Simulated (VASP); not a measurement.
# C (P-1) in VASP: further runs, part 2 of 2

VASP 6.6.1. Earlier steps stand in the parts before.

## 3. Single point, PBE+D3(BJ)

This run uses another cell than the first one, of 8.84 Å³/atom.

Input file INCAR:

```
SYSTEM = C
PREC = Accurate
ENCUT = 520
EDIFF = 1E-6
ISMEAR = 0
SIGMA = 0.05
LREAL = .False.
LASPH = .True.
NELM = 60
ALGO = Normal
ISIF = 2
LWAVE = .False.
LCHARG = .False.
GGA = PE
IVDW = 12
NBANDS = 31
```

Input file KPOINTS:

```
Automatic mesh
0
Gamma
  7 11 3
  0 0 0
```

Input file POSCAR:

```
C
1.0
    0.0000000000      1.4231463890     -3.3609366400
   -2.4649618524      0.0000000000      0.0000000000
    0.4108269754     10.1992157879      1.1203122133
C
10
Direct
   -0.0109074381      1.5444397079      0.8666382472
    0.7224258953      0.4111063745      0.0666382472
    0.7890925619      0.9444397079      0.2666382472
   -0.1442407714      0.4777730412      0.4666382472
   -0.0775741047      1.0111063745      0.6666382472
    0.7442407714      0.9222269588      0.1333617528
   -0.1890925619      0.4555602921      0.3333617528
   -0.1224258953      0.9888936255      0.5333617528
   -0.0557592286      0.5222269588      0.7333617528
    0.0109074381      1.0555602921      0.9333617528
```

Potentials or basis: VASP PAW PBE potentials, release 64 (C).

Run with:

```bash
> cat potpaw_PBE.64/C/POTCAR > POTCAR
> mpirun -np 1 vasp_std > vasp.out
```

Run time: 4.8 min. Hardware: 1 thread of Intel Xeon Platinum 8259CL at 2.50GHz (Skylake/Cascade Lake), shared host; peak memory 0.32 GiB.

The run converged. Its results:

```yaml
Free_energy: -88.0552 eV
Pressure: 4.9 GPa
Largest_force: 5.855 eV/Å
Band_gap_on_the_k_mesh: zero (bands 20 and 21 overlap by 0.25 eV)
Dispersion_energy_per_atom: -0.143 eV
```

Forces on the atoms (eV/Å):
```
C   -0.073 -1.165 -1.487
C    5.287  2.313 -0.993
C    0.527  0.475  0.587
C    0.041  0.014 -0.061
C   -0.008  0.036  0.100
C    0.073  1.165  1.487
C    0.008 -0.036 -0.100
C   -0.041 -0.014  0.061
C   -0.527 -0.475 -0.587
C   -5.287 -2.313  0.993
```

Stress tensor (GPa, compression positive):
```
-0.23 15.40 12.17
15.40 13.54  8.47
12.17  8.47  1.53
```

Levels at points of the mesh, in eV from the Fermi level:
```csv
k point,band 16,band 17,band 18,band 19,band 20,band 21,band 22,band 23,band 24,band 25
"(0.00, 0.00, 0.00)",-4.04,-4.00,-3.46,-3.35,-0.39,1.53,2.41,4.73,5.25,5.76
```

Caveat: the cell stands under pressure; forces of over 1 eV/Å act on the atoms, so gaps and moduli don't describe the material at rest.

## 4. Single point, PBE+D3(BJ)

This run uses another cell than the first one, of 8.84 Å³/atom.

Input file INCAR:

```
SYSTEM = C
PREC = Accurate
ENCUT = 520
EDIFF = 1E-7
ISMEAR = 0
SIGMA = 0.05
LREAL = .FALSE.
LASPH = .TRUE.
NELM = 80
ALGO = Normal
ISIF = 2
LWAVE = .FALSE.
LCHARG = .FALSE.
GGA = PE
IVDW = 12
NBANDS = 31
```

Input file KPOINTS:

```
regular mesh
0
G
  7 11 3
  0 0 0
```

Input file POSCAR:

```
C
1.0
    0.0000000000      1.4231463890     -3.3609366400
   -2.4649618524      0.0000000000      0.0000000000
   -0.4108269754      9.7248336583      2.2406244267
C
10
Direct
    0.2779719777      1.2555602921      0.8666382472
    0.7446386443      0.3888936255      0.0666382472
    0.8779719777      0.8555602921      0.2666382472
    0.0113053110      0.3222269588      0.4666382472
    0.1446386443      0.7888936255      0.6666382472
    0.7886946890      0.8777730412      0.1333617528
   -0.0779719777      0.3444397079      0.3333617528
    0.0553613557      0.8111063745      0.5333617528
    0.1886946890      0.2777730412      0.7333617528
    0.3220280223      0.7444397079      0.9333617528
```

Run with:

```bash
> cat potpaw_PBE.64/C/POTCAR > POTCAR
> mpirun -np 1 vasp_std > vasp.out
```

It took 5.7 min on 1 thread of Intel Xeon Platinum 8259CL at 2.50GHz (Skylake/Cascade Lake), shared host; peak memory 0.33 GiB.

Results (log left out):

```yaml
Free_energy: -88.4997 eV
Pressure: -1.9 GPa
Largest_force: 2.841 eV/Å
Band_gap_on_the_k_mesh: zero (bands 20 and 21 overlap by 0.22 eV)
Dispersion_energy_per_atom: -0.163 eV
```

Forces on the atoms (eV/Å):
```
C   -0.123  1.256 -0.603
C   -2.342  0.501  1.528
C   -0.347  0.460 -0.308
C   -0.053  0.016  0.068
C   -0.041  0.065  0.005
C    0.123 -1.256  0.603
C    0.041 -0.065 -0.005
C    0.053 -0.016 -0.068
C    0.347 -0.460  0.308
C    2.342 -0.501 -1.528
```

Stress tensor (GPa, compression positive):
```
-3.31 -9.21  0.03
-9.21 -2.16  4.57
 0.03  4.57 -0.20
```

Levels at points of the mesh, in eV from the Fermi level:
```
           k point  band 18  band 19  band 20  band 21  band 22  band 23
(0.00, 0.00, 0.00)    -3.18    -2.40    -1.67     0.72     2.23     4.68
```

Caveat: forces of over 1 eV/Å act on the atoms, so gaps and moduli don't describe the material at rest.

## 5. Single point, PBE+D3(BJ)

This run uses another cell than the first one, of 9.20 Å³/atom.

Input file INCAR:

```
ALGO = Normal ; EDIFF = 1E-7
ENCUT = 520 ; GGA = PE
ISIF = 2 ; ISMEAR = 0
IVDW = 12 ; LASPH = T
LCHARG = F ; LREAL = F
LWAVE = F ; NBANDS = 31
NELM = 60 ; PREC = Accurate
SIGMA = 0.05
```

Input file KPOINTS:

```
k-points
0
Gamma
  7 11 3
```

Input file POSCAR:

```
C
1.0
    0.0000000000      1.4231463890     -3.3609366400
   -2.4649618524      0.0000000000      0.0000000000
   -0.4108269754     10.0931728902      2.3965930461
C
10
Direct
    0.2940232280      1.2612086670      0.8327479979
    0.7458728700      0.3893279449      0.0640323308
    0.8829104595      0.8572981254      0.2562112476
    0.0199480490      0.3252683059      0.4483901644
    0.1569856385      0.7932384865      0.6405690811
    0.7911647195      0.8786422357      0.1281465860
   -0.0717976910      0.3466124162      0.3203255027
    0.0652398984      0.8145825967      0.5125044195
    0.2022774879      0.2825527773      0.7046833363
    0.3393150774      0.7505229578      0.8968622531
```

Run with:

```bash
> cat potpaw_PBE.64/C/POTCAR > POTCAR
> mpirun -np 1 vasp_std > vasp.out
```

Run time: 5.4 min. Hardware: 1 thread of Intel Xeon Platinum 8259CL at 2.50GHz (Skylake/Cascade Lake), shared host; peak memory 0.34 GiB.

The run converged. Its results:

- Free energy: -88.3973 eV
- Pressure: -3.3 GPa
- Largest force: 2.081 eV/Å
- Band gap on the k mesh: zero (bands 20 and 21 overlap by 0.09 eV)
- Dispersion energy per atom: -0.157 eV

Forces on the atoms (eV/Å):
```
C   -0.136  2.053 -0.312
C   -1.302  0.281  0.701
C   -0.172  0.619 -0.191
C   -0.021  0.112  0.051
C   -0.016  0.152  0.011
C    0.136 -2.053  0.312
C    0.016 -0.152 -0.011
C    0.021 -0.112 -0.051
C    0.172 -0.619  0.191
C    1.302 -0.281 -0.701
```

Stress tensor (GPa, compression positive):
```
-3.85 -5.17 -0.72
-5.17 -4.94  2.83
-0.72  2.83 -1.17
```

Levels at points of the mesh, in eV from the Fermi level:
```
           k point  band 16  band 17  band 18  band 19  band 20  band 21  band 22  band 23  band 24  band 25
(0.00, 0.00, 0.00)    -4.23    -3.68    -3.09    -2.57    -1.49     1.34     2.25     4.35     4.92     6.33
```

Caveat: the cell stands under tension; forces of over 1 eV/Å act on the atoms, so gaps and moduli don't describe the material at rest.

## 6. Single point, PBE+D3(BJ)

This run uses another cell than the first one, of 9.20 Å³/atom.

Input file INCAR:

```
  PREC = Accurate
  ENCUT = 520
  EDIFF = 1E-6
  ISMEAR = 0
  SIGMA = 0.05
  LREAL = False
  LASPH = True
  NELM = 80
  ALGO = Normal
  ISIF = 2
  LWAVE = False
  LCHARG = False
  GGA = PE
  IVDW = 12
  NBANDS = 31
```

Input file KPOINTS:

```
regular mesh
0
Gamma
  7 11 3
```

Input file POSCAR:

```
C
1.0
    0.0000000000      1.4231463890     -3.3609366400
   -2.4649618524      0.0000000000      0.0000000000
    0.4108269754     10.5675550198      1.2762808328
C
10
Direct
    0.0164405620      1.5387913330      0.8327479979
    0.7245287597      0.4106720551      0.0640323308
    0.7975067103      0.9427018746      0.2562112476
   -0.1295153391      0.4747316941      0.4483901644
   -0.0565373886      1.0067615135      0.6405690811
    0.7484491908      0.9213577643      0.1281465860
   -0.1785728586      0.4533875838      0.3203255027
   -0.1055949081      0.9854174033      0.5125044195
   -0.0326169575      0.5174472227      0.7046833363
    0.0403609931      1.0494770422      0.8968622531
```

Potentials or basis: VASP PAW PBE potentials, release 64 (C).

Run with:

```bash
> cat potpaw_PBE.64/C/POTCAR > POTCAR
> mpirun -np 1 vasp_std > vasp.out
```

Run time: 4.9 min. Hardware: 1 thread of Intel Xeon Platinum 8259CL at 2.50GHz (Skylake/Cascade Lake), shared host; peak memory 0.33 GiB.

The run converged. Its results:

* Free energy: -88.7565 eV
* Pressure: -1.1 GPa
* Largest force: 4.464 eV/Å
* Dispersion energy per atom: -0.153 eV

Forces in eV/Å, atoms in the order of the input:
```
C    0.355  0.538 -0.318
C    3.674  0.411 -2.502
C    0.429  0.498  0.729
C    0.058  0.100 -0.086
C    0.042  0.104  0.056
C   -0.355 -0.538  0.318
C   -0.042 -0.104 -0.056
C   -0.058 -0.100  0.086
C   -0.429 -0.498 -0.729
C   -3.674 -0.411  2.502
```

Stress tensor (GPa, compression positive):
```
-3.75 11.11  8.40
11.11  4.08  1.06
 8.40  1.06 -3.64
```

Levels at points of the mesh, in eV from the Fermi level:
| k point | band 17 | band 18 | band 19 | band 20 | band 21 | band 22 | band 23 | band 24 |
| --- | --- | --- | --- | --- | --- | --- | --- | --- |
| (0.00, 0.00, 0.00) | -3.69 | -3.16 | -2.95 | -0.97 | 1.98 | 2.04 | 4.86 | 5.61 |

Caveat: forces of over 1 eV/Å act on the atoms, so gaps and moduli don't describe the material at rest.

## 7. Summary

| cell | gap on the mesh (eV) | pressure (GPa) | largest force (eV/Å) |
| --- | --- | --- | --- |
| a = 3.650, b = 2.465, c = 10.030 Å, angles 92.3, 72.9, 90.0°, 10 atoms | none | 9.3 | 5.50 |
| a = 3.650, b = 2.465, c = 10.269 Å, angles 92.3, 73.3, 90.0°, 10 atoms | none | 4.9 | 5.86 |
| a = 3.650, b = 2.465, c = 9.988 Å, angles 87.6, 80.0, 90.0°, 10 atoms | none | -1.9 | 2.84 |
| a = 3.650, b = 2.465, c = 10.382 Å, angles 87.7, 80.4, 90.0°, 10 atoms | none | -3.3 | 2.08 |
| a = 3.650, b = 2.465, c = 10.652 Å, angles 92.2, 73.9, 90.0°, 10 atoms | - | -1.1 | 4.46 |

Alike in all rows: task single point; level PBE+D3(BJ); potentials or basis VASP PAW PBE potentials, release 64 (C); no spin polarisation; k mesh 7 × 11 × 3; cutoff (eV) 520; smearing gaussian 0.05 eV.

Caveats: forces of over 1 eV/Å act on the atoms, so gaps and moduli don't describe the material at rest; the cell stands under pressure (at least some runs); the cell stands under tension (at least some runs).

Total energies depend on the potentials used, so only differences within one code and one set of settings carry meaning.
